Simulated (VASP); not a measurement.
# GaN (I-4m2) in VASP: a series of runs, part 2 of 3

VASP 6.6.1.

### Step 5. Single point, r2SCAN (strain +0.0300 x Voigt [0, 0, 1, 0, 0, 0])

POSCAR

```
GaN
1.0
    0.0000000000      2.2489367673      2.3164048703
    2.2489367673      0.0000000000      2.3164048703
    2.2489367673      2.2489367673      0.0000000000
Ga N
1 1
Direct
    0.0000000000      0.0000000000      0.0000000000
    0.7500000000      0.7500000000      0.7500000000
```

INCAR.step1

```
SYSTEM = GaN
PREC     = Accurate       ! precision mode
ENCUT    = 520            ! plane-wave cutoff, eV
ISMEAR   = 0              ! smearing method
SIGMA    = 0.05           ! smearing width, eV
LREAL    = .FALSE.        ! projectors in reciprocal space
LASPH    = .TRUE.         ! aspherical terms in the spheres
NELM     = 100            ! most SCF steps
NBANDS   = 16             ! bands
GGA      = PE             ! functional
ALGO     = Normal         ! electronic algorithm
EDIFF    = 1E-4           ! SCF threshold, eV
LWAVE    = .TRUE.         ! write WAVECAR
LCHARG   = .FALSE.        ! write CHGCAR
```

INCAR.step2

```
SYSTEM = GaN
PREC     = Accurate       ! precision mode
ENCUT    = 520            ! plane-wave cutoff, eV
EDIFF    = 1E-7           ! SCF threshold, eV
ISMEAR   = 0              ! smearing method
SIGMA    = 0.05           ! smearing width, eV
LREAL    = .FALSE.        ! projectors in reciprocal space
LASPH    = .TRUE.         ! aspherical terms in the spheres
NELM     = 100            ! most SCF steps
ALGO     = Normal         ! electronic algorithm
ISIF     = 2              ! what is computed and relaxed
LWAVE    = .FALSE.        ! write WAVECAR
LCHARG   = .FALSE.        ! write CHGCAR
METAGGA  = R2SCAN         ! meta-GGA
LMIXTAU  = .TRUE.       
NBANDS   = 16             ! bands
ISTART   = 1
```

KPOINTS

```
regular mesh
0
G
  10 10 10
  0 0 0
```

Potentials or basis: VASP PAW PBE potentials, release 64 (Ga_d, N).

Started as:

```bash
> cat potpaw_PBE.64/Ga_d/POTCAR potpaw_PBE.64/N/POTCAR > POTCAR
> cp INCAR.step1 INCAR
> mpirun -np 1 vasp_std > vasp.out
> cp INCAR.step2 INCAR
> mpirun -np 1 vasp_std > vasp.out
```

OUTCAR:

```text
SYSTEM = GaN
   PREC = Accurate
   ENCUT = 520
   EDIFF = 1E-7
   ISMEAR = 0
   LREAL = .FALSE.
   LASPH = .TRUE.
   NELM = 100
   ISIF = 2
   METAGGA = R2SCAN
   ISTART = 1

 ion  position               nearest neighbor table
   1  0.000  0.000  0.000-   2 1.97   2 1.97   2 1.97   2 1.97
   2  0.750  0.750  0.750-   1 1.97   1 1.97   1 1.97   1 1.97

  LATTYP: Found a body centered tetragonal cell.
 ALAT       =     3.1804768772
 C/A-ratio  =     1.4566399692

  Lattice vectors:

 A1 = (  -2.2489367673,   0.0000000000,   2.3164048703)
 A2 = (   2.2489367673,   0.0000000000,   2.3164048703)
 A3 = (   0.0000000000,   2.2489367673,  -2.3164048703)

Analysis of symmetry for initial positions (statically):
=====================================================================
 Subroutine PRICEL returns:
 Original cell was already a primitive cell.

 Routine SETGRP: Setting up the symmetry group for a
 body centered tetragonal supercell.

 Subroutine GETGRP returns: Found  8 space group operations
 (whereof  8 operations were pure point group operations)
 out of a pool of 16 trial point group operations.

The static configuration has the point symmetry D_2d.

Analysis of symmetry for dynamics (positions and initial velocities):
=====================================================================
 Subroutine PRICEL returns:
 Original cell was already a primitive cell.

 Routine SETGRP: Setting up the symmetry group for a
 body centered tetragonal supercell.

 Subroutine GETGRP returns: Found  8 space group operations
 (whereof  8 operations were pure point group operations)
 out of a pool of 16 trial point group operations.

The dynamic configuration has the point symmetry D_2d.

 Subroutine INISYM returns: Found  8 space group operations
 (whereof  8 operations are pure point group operations),
 and found     1 'primitive' translations

----------------------------------------------------------------------------------------

                                     Primitive cell

  volume of cell :      23.4314

  direct lattice vectors                    reciprocal lattice vectors
     0.000000000  2.248936767  2.316404870    -0.222327283  0.222327283  0.215851731
     2.248936767  0.000000000  2.316404870     0.222327283 -0.222327283  0.215851731
     2.248936767  2.248936767  0.000000000     0.222327283  0.222327283 -0.215851731

  length of vectors
     3.228536527  3.228536527  3.180476877     0.381380139  0.381380139  0.381380139

  position of ions in fractional coordinates (direct lattice)
     0.000000000  0.000000000  0.000000000
     0.750000000  0.750000000  0.750000000

  ion indices of the primitive-cell ions
   primitive index   ion index
                 1           1
                 2           2

----------------------------------------------------------------------------------------

 KPOINTS: regular mesh

Automatic generation of k-mesh.
 Grid dimensions read from file:
 generate k-points for:   10   10   10

 Generating k-lattice:

  Cartesian coordinates                     Fractional coordinates (reciprocal lattice)
    -0.022232728  0.022232728  0.021585173     0.100000000  0.000000000  0.000000000
     0.022232728 -0.022232728  0.021585173     0.000000000  0.100000000  0.000000000
     0.022232728  0.022232728 -0.021585173     0.000000000  0.000000000  0.100000000

  Length of vectors
     0.038138014  0.038138014  0.038138014

  Shift w.r.t. Gamma in fractional coordinates (k-lattice)
     0.000000000  0.000000000  0.000000000

 Subroutine IBZKPT returns following result:
 ===========================================

 Found    102 irreducible k-points:

 Following reciprocal coordinates:
            Coordinates               Weight
  0.000000  0.000000  0.000000      1.000000
  0.100000 -0.000000  0.000000      8.000000
  0.200000 -0.000000  0.000000      8.000000
  0.300000  0.000000  0.000000      8.000000
  0.400000  0.000000  0.000000      8.000000
  0.500000 -0.000000  0.000000      4.000000
[... 16 lines left out ...]
  0.300000  0.300000  0.000000      2.000000
  0.400000  0.300000  0.000000      8.000000
 [... further k-points ...]
   k-points           NKPTS =    102   k-points in BZ     NKDIM =    102   number of bands    NBANDS=     16
   number of dos      NEDOS =    301   number of ions     NIONS =      2
   total plane-waves  NPLWV =  13824
   dimension x,y,z NGX =    24 NGY =   24 NGZ =   24
   dimension x,y,z NGXF=    48 NGYF=   48 NGZF=   48
   ions per type =               1   1
   NGX,Y,Z   is equivalent  to a cutoff of  12.36, 12.36, 12.54 a.u.
   NGXF,Y,Z  is equivalent  to a cutoff of  24.72, 24.72, 25.09 a.u.
 SYSTEM =  GaN
   PREC   = accura    normal or accurate (medium, high low for compatibility)
   ISTART =      1    job   : 0-new  1-cont  2-samecut
   ICHARG =      0    charge: 1-file 2-atom 10-const
   ISPIN  =      1    spin polarized calculation?
   LNONCOLLINEAR =      F non collinear calculations
   LSORBIT =      F    spin-orbit coupling
   LASPH  =      T    aspherical Exc in radial PAW
   ENCUT  =  520.0 eV  38.22 Ry    6.18 a.u.   6.00  6.00  5.91*2*pi/ulx,y,z
   NELM   =    100;   NELMIN=  2; NELMDL=  0     # of ELM steps
   EDIFF  = 0.1E-06   stopping-criterion for ELM
   LREAL  =      F    real-space projection
   EDIFFG = 0.1E-05   stopping-criterion for IOM
   NSW    =      0    number of steps for IOM
   IBRION =     -1    ionic relax: 0-MD 1-quasi-New 2-CG
   NFREE  =      0    steps in history (QN), initial steepest desc. (CG)
   ISIF   =      2    stress and relaxation
   ISYM   =      2    0-nonsym 1-usesym 2-fastsym
   POTIM  = 0.5000    time-step for ionic-motion
   TEBEG  =    0.0;   TEEND  =   0.0 temperature during run
   PSTRESS=    0.0 pullay stress
   NELECT =      18.0000    total number of electrons
   NUPDOWN=      -1.0000    fix difference up-down
   EMIN   =  10.00;   EMAX   =-10.00  energy-range for DOS
   EFERMI =   0.00;   METHOD = LEGACY
   ISMEAR =     0;   SIGMA  =   0.05  broadening in eV -4-tet -1-fermi 0-gaus
   EFERMI_NEDOS =   21; number of points for ismear=-14 and -15
   IALGO  =     38    algorithm
   IMIX   =      4    mixing-type and parameters
     AMIX     =   0.40;   BMIX     =  1.00
     AMIX_MAG =   1.60;   BMIX_MAG =  1.00
  volume/ion in A,a.u.               =      11.72        79.06
  Fermi-wavevector in a.u.,A,eV,Ry     =   1.499337  2.833337 30.586065  2.248012
  Thomas-Fermi vector in A             =   2.610980
   LORBIT       =      0    0 simple, 1 ext, 2 COOP (PROOUT), +10 PAW based schemes
   METAGGA = R2SCAN    functional components
   LHFCALC =     F    Hartree Fock is set to
   AEXX    =    0.0000 exact exchange contribution
   IVDW    =     0    specifies the selected vdW correction
   LEPSILON=     F    determine dielectric tensor
   LRPA    =     F    only Hartree local field effects (RPA)
 non-spin polarized calculation
 Gauss-broadening in eV      SIGMA  =   0.05
  energy-cutoff  :      520.00
  volume of cell :       23.43
 maximum number of plane-waves:       644
   NGX = 13   NGY = 13   NGZ = 11

 number of electron      17.9999993 magnetization

 Free energy of the ion-electron system (eV)
  ---------------------------------------------------
  ext. energy  EPLUGINS =         0.00000000
  ---------------------------------------------------
  free energy    TOTEN  =       -21.88377141 eV

  energy without entropy =      -21.88377141  energy(sigma->0) =      -21.88377141

 E-fermi :   5.0758     XC(G=0): -12.4979

 val. band max:        4.8127369237   @ k =   0.0000   0.0000   0.0000
 cond. band min:       6.7247028219   @ k =   0.0000   0.0000   0.0000
 fundamental gap:      1.9119658982
 Fermi energy:         5.0757927950

 k-point     1 :       0.0000    0.0000    0.0000
  band No.  band energies     occupation
      1     -11.7645      2.00000
      2      -9.0731      2.00000
      3      -9.0422      2.00000
      4      -9.0422      2.00000
      5      -8.7278      2.00000
      6      -8.7269      2.00000
[... 8 lines left out ...]
     15      23.6662      0.00000
     16      24.5496      0.00000
[... 419 lines left out ...]
 k-point    24 :       0.4000    0.3000    0.0000
  band No.  band energies     occupation
      1     -10.8060      2.00000
      2      -8.8968      2.00000
      3      -8.8278      2.00000
      4      -8.8247      2.00000
      5      -8.6771      2.00000
      6      -7.9461      2.00000
[... 8 lines left out ...]
     15      27.8244      0.00000
     16      28.0679      0.00000

 [... further k-points ...]

------------------------ aborting loop because EDIFF is reached ----------------------------------------

  FORCE on cell =-STRESS in cart. coord.  units (eV):
  Direction    XX          YY          ZZ          XY          YZ          ZX
  --------------------------------------------------------------------------------------
  -------------------------------------------------------------------------------------
  Total       -0.4538514     -0.4538514     -1.0487278      0.0000000      0.0000000      0.0000000
  in kB      -31.0331130    -31.0331130    -71.7091249      0.0000000      0.0000000      0.0000000
  external PRESSURE =     -44.5917837 kB  Pullay stress =       0.0000000 kB

 VOLUME and BASIS-vectors are now :
 -----------------------------------------------------------------------------
  energy-cutoff  :      520.00
  volume of cell :       23.43
      direct lattice vectors                 reciprocal lattice vectors
     0.000000000  2.248936767  2.316404870    -0.222327283  0.222327283  0.215851731
     2.248936767  0.000000000  2.316404870     0.222327283 -0.222327283  0.215851731
     2.248936767  2.248936767  0.000000000     0.222327283  0.222327283 -0.215851731

 POSITION                                       TOTAL-FORCE (eV/Angst)
 -----------------------------------------------------------------------------------
      0.00000      0.00000      0.00000        -0.000000      0.000000     -0.000000
      3.37341      3.37341      3.47461         0.000000     -0.000000      0.000000
 -----------------------------------------------------------------------------------
    total drift:                               -0.000014     -0.000014     -0.000007

  FREE ENERGIE OF THE ION-ELECTRON SYSTEM (eV)
  ---------------------------------------------------
  free  energy   TOTEN  =       -21.8837714079 eV

  energy  without entropy=      -21.8837714079  energy(sigma->0) =      -21.88377141
```

Wall time 49 s (1 thread of Intel Xeon 6975P-C (Granite Rapids), shared host); peak memory 0.17 GiB.

What came out:

| Property | Result |
| --- | --- |
| Free energy | -21.8838 eV |
| Pressure | -4.5 GPa |
| Band gap on the k mesh | 1.91 eV, direct |

Caveat: the cell differs from its parent crystal (strain +0.0300 x Voigt [0, 0, 1, 0, 0, 0]); the PAW data sets were made with another functional, which shifts forces and pressure a little.

(Continued in part 3 of 3.)
